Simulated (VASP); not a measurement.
# MoS2 in VASP: relaxation of the atoms with PBEsol

Aim: the relaxation of the atoms of MoS2 with PBEsol.

Everything below comes from runs of VASP 6.6.1. Logs are shortened: lines on timing, memory, paths and dates and some standing lists are left out, and cuts for length are marked.

### Step 1. The cell of the first run

The cell holds a sheet with vacuum, 3 atoms: a = 3.128 Å, b = 3.128 Å, c = 21.130 Å, α = 90.00°, β = 90.00°, γ = 120.00°.

### Step 2. Relaxation of the atoms, PBEsol

INCAR

```
SYSTEM = MoS2
ALGO     = Normal         ! electronic algorithm
DIPOL    = 0.5 0.5 0.500
EDIFF    = 1E-6           ! SCF threshold, eV
EDIFFG   = -0.003         ! ionic threshold
ENCUT    = 520            ! plane-wave cutoff, eV
GGA      = PS             ! functional
IBRION   = 2              ! ionic algorithm
IDIPOL   = 3            
ISIF     = 2              ! what is computed and relaxed
ISMEAR   = 0              ! smearing method
LASPH    = .True.         ! aspherical terms in the spheres
LCHARG   = .False.        ! write CHGCAR
LDIPOL   = .True.       
LREAL    = .False.        ! projectors in reciprocal space
LWAVE    = .False.        ! write WAVECAR
NELM     = 60             ! most SCF steps
NSW      = 100            ! ionic steps
PREC     = Accurate       ! precision mode
SIGMA    = 0.02           ! smearing width, eV
```

KPOINTS

```
k-points
0
Gamma
  12 12 1
  0 0 0
```

POSCAR

```
MoS2
1.0
    3.1284000000      0.0000000000      0.0000000000
   -1.5642000000      2.7092738732      0.0000000000
    0.0000000000      0.0000000000     21.1300000000
S Mo
2 1
Direct
    0.6666666667      0.3333333333      0.4259346900
    0.6666666667      0.3333333333      0.5740653100
    0.3333333333      0.6666666667      0.5000000000
```

Potentials or basis: VASP PAW PBE potentials, release 64 (S, Mo_sv).

Command:

```sh
$ cat potpaw_PBE.64/S/POTCAR potpaw_PBE.64/Mo_sv/POTCAR > POTCAR
$ mpirun -np 1 vasp_std > vasp.out
```

OUTCAR:

```text
SYSTEM = MoS2
   EDIFF = 1E-6
   EDIFFG = -0.003
   ENCUT = 520
   GGA = PS
   IBRION = 2
   ISIF = 2
   ISMEAR = 0
   LASPH = .True.
   LREAL = .False.
   NELM = 60
   NSW = 100
   PREC = Accurate

 ion  position               nearest neighbor table
   1  0.667  0.333  0.426-   3 2.39   3 2.39   3 2.39
   2  0.667  0.333  0.574-   3 2.39   3 2.39   3 2.39
   3  0.333  0.667  0.500-   1 2.39   2 2.39   1 2.39   2 2.39   1 2.39   2 2.39

  LATTYP: Found a hexagonal cell.
 ALAT       =     3.1284000000
 C/A-ratio  =     6.7542513745

  Lattice vectors:

 A1 = (   3.1284000000,   0.0000000000,   0.0000000000)
 A2 = (  -1.5642000000,   2.7092738732,   0.0000000000)
 A3 = (   0.0000000000,   0.0000000000,  21.1300000000)

Analysis of symmetry for initial positions (statically):
=====================================================================
 Subroutine PRICEL returns:
 Original cell was already a primitive cell.

 Routine SETGRP: Setting up the symmetry group for a
 hexagonal supercell.

 Subroutine GETGRP returns: Found 12 space group operations
 (whereof 12 operations were pure point group operations)
 out of a pool of 24 trial point group operations.

The static configuration has the point symmetry D_3h.

Analysis of symmetry for dynamics (positions and initial velocities):
=====================================================================
 Subroutine PRICEL returns:
 Original cell was already a primitive cell.

 Routine SETGRP: Setting up the symmetry group for a
 hexagonal supercell.

 Subroutine GETGRP returns: Found 12 space group operations
 (whereof 12 operations were pure point group operations)
 out of a pool of 24 trial point group operations.

The dynamic configuration has the point symmetry D_3h.

 Subroutine INISYM returns: Found 12 space group operations
 (whereof 12 operations are pure point group operations),
 and found     1 'primitive' translations

----------------------------------------------------------------------------------------

                                     Primitive cell

  volume of cell :     179.0914

  direct lattice vectors                    reciprocal lattice vectors
     3.128400000  0.000000000  0.000000000     0.319652218  0.184551294  0.000000000
    -1.564200000  2.709273873  0.000000000     0.000000000  0.369102589  0.000000000
     0.000000000  0.000000000 21.130000000     0.000000000  0.000000000  0.047326077

  length of vectors
     3.128400000  3.128400000 21.130000000     0.369102589  0.369102589  0.047326077

  position of ions in fractional coordinates (direct lattice)
     0.666666667  0.333333333  0.425934690
     0.666666667  0.333333333  0.574065310
     0.333333333  0.666666667  0.500000000

  ion indices of the primitive-cell ions
   primitive index   ion index
                 1           1
                 2           2
                 3           3

----------------------------------------------------------------------------------------

 KPOINTS: k-points

Automatic generation of k-mesh.
 Grid dimensions read from file:
 generate k-points for:   12   12    1

 Generating k-lattice:

  Cartesian coordinates                     Fractional coordinates (reciprocal lattice)
     0.026637685  0.015379275  0.000000000     0.083333333  0.000000000  0.000000000
[... 55 lines left out ...]
   EDIFFG = -.3E-02   stopping-criterion for IOM
   NSW    =    100    number of steps for IOM
   IBRION =      2    ionic relax: 0-MD 1-quasi-New 2-CG
   NFREE  =      1    steps in history (QN), initial steepest desc. (CG)
   ISIF   =      2    stress and relaxation
   ISYM   =      2    0-nonsym 1-usesym 2-fastsym
   POTIM  = 0.5000    time-step for ionic-motion
   TEBEG  =    0.0;   TEEND  =   0.0 temperature during run
   PSTRESS=    0.0 pullay stress
   NELECT =      26.0000    total number of electrons
   NUPDOWN=      -1.0000    fix difference up-down
   EMIN   =  10.00;   EMAX   =-10.00  energy-range for DOS
   EFERMI =   0.00;   METHOD = LEGACY
   ISMEAR =     0;   SIGMA  =   0.02  broadening in eV -4-tet -1-fermi 0-gaus
   EFERMI_NEDOS =   21; number of points for ismear=-14 and -15
   IALGO  =     38    algorithm
   IMIX   =      4    mixing-type and parameters
     AMIX     =   0.40;   BMIX     =  1.00
     AMIX_MAG =   1.60;   BMIX_MAG =  1.00
  volume/ion in A,a.u.               =      59.70       402.86
  Fermi-wavevector in a.u.,A,eV,Ry     =   0.860414  1.625948 10.072571  0.740313
  Thomas-Fermi vector in A             =   1.977916
   LORBIT       =      0    0 simple, 1 ext, 2 COOP (PROOUT), +10 PAW based schemes
   GGA     = PS    functional components
   LHFCALC =     F    Hartree Fock is set to
   AEXX    =    0.0000 exact exchange contribution
   IVDW    =     0    specifies the selected vdW correction
   LEPSILON=     F    determine dielectric tensor
   LRPA    =     F    only Hartree local field effects (RPA)
 conjugate gradient relaxation of ions
 non-spin polarized calculation
 Gauss-broadening in eV      SIGMA  =   0.02
  energy-cutoff  :      520.00
  volume of cell :      179.09
 maximum number of plane-waves:      4854
 NGX is ok and might be reduce to    24
   NGX = 11   NGY = 11   NGZ = 79

--------------------------------------- Ionic step        1  -------------------------------------------

 number of electron      26.0000001 magnetization

 Free energy of the ion-electron system (eV)
  ---------------------------------------------------
  ext. energy  EPLUGINS =         0.00000000
  ---------------------------------------------------
  free energy    TOTEN  =       -23.42340391 eV

  energy without entropy =      -23.42340391  energy(sigma->0) =      -23.42340391

------------------------ aborting loop because EDIFF is reached ----------------------------------------

  FORCE on cell =-STRESS in cart. coord.  units (eV):
  Direction    XX          YY          ZZ          XY          YZ          ZX
  --------------------------------------------------------------------------------------
  -------------------------------------------------------------------------------------
  Total        0.3092487      0.3092487     -0.1635729      0.0000000     -0.0000000      0.0000000
  in kB        2.7665832      2.7665832     -1.4633471      0.0000000     -0.0000000      0.0000000
  external PRESSURE =       1.3566065 kB  Pullay stress =       0.0000000 kB

 VOLUME and BASIS-vectors are now :
 -----------------------------------------------------------------------------
  energy-cutoff  :      520.00
  volume of cell :      179.09
      direct lattice vectors                 reciprocal lattice vectors
     3.128400000  0.000000000  0.000000000     0.319652218  0.184551294  0.000000000
    -1.564200000  2.709273873  0.000000000     0.000000000  0.369102589  0.000000000
     0.000000000  0.000000000 21.130000000     0.000000000  0.000000000  0.047326077

 POSITION                                       TOTAL-FORCE (eV/Angst)
 -----------------------------------------------------------------------------------
      1.56420      0.90309      9.00000        -0.000000     -0.000000      0.044498
      1.56420      0.90309     12.13000        -0.000000     -0.000000     -0.044498
     -0.00000      1.80618     10.56500         0.000000      0.000000      0.000000
 -----------------------------------------------------------------------------------
    total drift:                                0.000000     -0.000000     -0.000000

  FREE ENERGIE OF THE ION-ELECTRON SYSTEM (eV)
  ---------------------------------------------------
  free  energy   TOTEN  =       -23.4234039141 eV

  energy  without entropy=      -23.4234039141  energy(sigma->0) =      -23.42340391

--------------------------------------- Ionic step        2  -------------------------------------------

 number of electron      26.0000001 magnetization

 dipolmoment           0.000000      0.000000      0.000000 electrons x Angstroem

 Free energy of the ion-electron system (eV)
  ---------------------------------------------------
  ext. energy  EPLUGINS =         0.00000000
  ---------------------------------------------------
  free energy    TOTEN  =       -23.42350728 eV

  energy without entropy =      -23.42350728  energy(sigma->0) =      -23.42350728

 E-fermi :  -2.0369     XC(G=0):  -3.6801

 val. band max:       -2.1331750223   @ k =   0.3333   0.3333   0.0000
 cond. band min:      -0.2736090363   @ k =   0.3333   0.3333   0.0000
 fundamental gap:      1.8595659861
 Fermi energy:        -2.0368802981

 k-point     1 :       0.0000    0.0000    0.0000
  band No.  band energies     occupation
      1     -62.8263      2.00000
      2     -37.0471      2.00000
      3     -36.7665      2.00000
      4     -36.7665      2.00000
      5     -16.3940      2.00000
      6     -15.0403      2.00000
[... 357 lines left out ...]
      4     -36.9434      2.00000
      5     -14.0273      2.00000
      6     -14.0175      2.00000
[... 9 lines left out ...]
     16       1.6083      0.00000
     17       3.0641      0.00000

------------------------ aborting loop because EDIFF is reached ----------------------------------------

 vacuum level on the upper side and lower side of the slab       (xc-potential included)        -0.090        -0.090

  FORCE on cell =-STRESS in cart. coord.  units (eV):
  Direction    XX          YY          ZZ          XY          YZ          ZX
  --------------------------------------------------------------------------------------
  -------------------------------------------------------------------------------------
  Total        0.3562227      0.3562227     -0.0344279     -0.0000000     -0.0000000     -0.0000000
  in kB        3.1868195      3.1868195     -0.3079971     -0.0000000     -0.0000000     -0.0000000
  external PRESSURE =       2.0218806 kB  Pullay stress =       0.0000000 kB

 VOLUME and BASIS-vectors are now :
 -----------------------------------------------------------------------------
  energy-cutoff  :      520.00
  volume of cell :      179.09
      direct lattice vectors                 reciprocal lattice vectors
     3.128400000  0.000000000  0.000000000     0.319652218  0.184551294  0.000000000
    -1.564200000  2.709273873  0.000000000     0.000000000  0.369102589  0.000000000
     0.000000000  0.000000000 21.130000000     0.000000000  0.000000000  0.047326077

 POSITION                                       TOTAL-FORCE (eV/Angst)
 -----------------------------------------------------------------------------------
      1.56420      0.90309      9.00215        -0.000000      0.000000      0.002816
      1.56420      0.90309     12.12785        -0.000000      0.000000     -0.002816
     -0.00000      1.80618     10.56500         0.000000     -0.000000      0.000000
 -----------------------------------------------------------------------------------
    total drift:                                0.000000     -0.000000     -0.000000

  FREE ENERGIE OF THE ION-ELECTRON SYSTEM (eV)
  ---------------------------------------------------
  free  energy   TOTEN  =       -23.4235072782 eV

  energy  without entropy=      -23.4235072782  energy(sigma->0) =      -23.42350728

 reached required accuracy - stopping structural energy minimisation

 vacuum level on the upper side and lower side of the slab         3.691         3.691
```

Wall time 2.1 min (1 thread of AMD EPYC 7R43 (Zen 3), shared host); peak memory 0.29 GiB.

Results:

- Free energy: -23.4235 eV
- Energy gained by relaxing: 0.0 meV/atom
- Ionic steps: 2
- Band gap on the k mesh: 1.86 eV, direct

Forces on the atoms (eV/Å):
```
S    0.000  0.000  0.003
S    0.000  0.000 -0.003
Mo   0.000  0.000  0.000
```

The path:
| step | energy change (eV) | largest force (eV/Å) | pressure (GPa) |
| --- | --- | --- | --- |
| 1 | 0.0000 | 0.0445 | 0.14 |
| 2 | -0.0001 | 0.0028 | 0.20 |

Final structure:
```cif
data_structure
_symmetry_space_group_name_H-M 'P 1'
_symmetry_Int_Tables_number 1
_cell_length_a 3.1284
_cell_length_b 3.1284
_cell_length_c 21.1300
_cell_angle_alpha 90.000
_cell_angle_beta 90.000
_cell_angle_gamma 120.000
_cell_volume 179.09
loop_
_atom_site_label
_atom_site_type_symbol
_atom_site_fract_x
_atom_site_fract_y
_atom_site_fract_z
_atom_site_occupancy
S1 S 0.66667 0.33333 0.42604 1
S2 S 0.66667 0.33333 0.57396 1
Mo1 Mo 0.33333 0.66667 0.50000 1
```

Caveat: the PAW data sets were made with another functional, which shifts forces and pressure a little.
